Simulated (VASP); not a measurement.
Set up this calculation in VASP 6.6.1, as the native input.

| Item | Value |
| --- | --- |
| Task | single point |
| Functional | r2SCANh |
| Potentials or basis | VASP PAW PBE potentials, release 64 (Zn, S) |
| Cutoff | 520 eV |
| k mesh | 6 × 6 × 6 |
| Occupations | gaussian, width 0.01 eV |
| Spin | no spin polarisation |
| Dipole correction | no |
| Grid for exact exchange (PRECFOCK) | Normal |
| Further INCAR settings | ALGO = Normal; EDIFF = 1e-06; NBANDS = 16 |

The system is ZnS.

```
Zn S
1.0
     0.00000    2.69410    2.69410
     2.69410    0.00000    2.69410
     2.69410    2.69410    0.00000
Zn S
1 1
Direct
  0.25000 0.25000 0.25000
  0.00000 0.00000 0.00000
```

One way to write it, as run:

POSCAR

```
ZnS
1.0
    0.0000000000      2.6940955616      2.6940955616
    2.6940955616      0.0000000000      2.6940955616
    2.6940955616      2.6940955616      0.0000000000
Zn S
1 1
Direct
    0.2500000000      0.2500000000      0.2500000000
    0.0000000000      0.0000000000      0.0000000000
```

INCAR.step1

```
SYSTEM = ZnS
PREC = Accurate ; ENCUT = 520
EDIFF = 1E-5 ; ISMEAR = 0
SIGMA = 0.01 ; LREAL = .False.
LASPH = .True. ; NELM = 60
ALGO = Normal ; ISIF = 2
LWAVE = .True. ; LCHARG = .False.
NBANDS = 16 ; GGA = PE
```

INCAR.step2

```
SYSTEM = ZnS
PREC = Accurate ; ENCUT = 520
EDIFF = 1E-6 ; ISMEAR = 0
SIGMA = 0.01 ; LREAL = .False.
LASPH = .True. ; NELM = 60
ALGO = Normal ; ISIF = 2
LWAVE = .False. ; LCHARG = .False.
METAGGA = R2SCAN ; LHFCALC = .True.
AEXX = 0.1 ; LMIXTAU = .True.
PRECFOCK = Normal ; NBANDS = 16
ISTART = 1
```

KPOINTS

```
regular mesh
0
Gamma
  6 6 6
  0 0 0
```

Potentials or basis: VASP PAW PBE potentials, release 64 (Zn, S).

Launch:

```bash
$ cat potpaw_PBE.64/Zn/POTCAR potpaw_PBE.64/S/POTCAR > POTCAR
$ cp INCAR.step1 INCAR
$ mpirun -np 1 vasp_std > vasp.out
$ cp INCAR.step2 INCAR
$ mpirun -np 1 vasp_std > vasp.out
```

It gave:

The pressure is 0.1 GPa and the band gap on the k mesh is 3.39 eV, direct.

Caveat: the PAW data sets were made with another functional, which shifts forces and pressure a little.

Run time: 31 min on 1 thread of Intel(R) Xeon(R) Platinum 8488C (Sapphire Rapids), with other jobs on the host, peak memory 0.18 GiB.
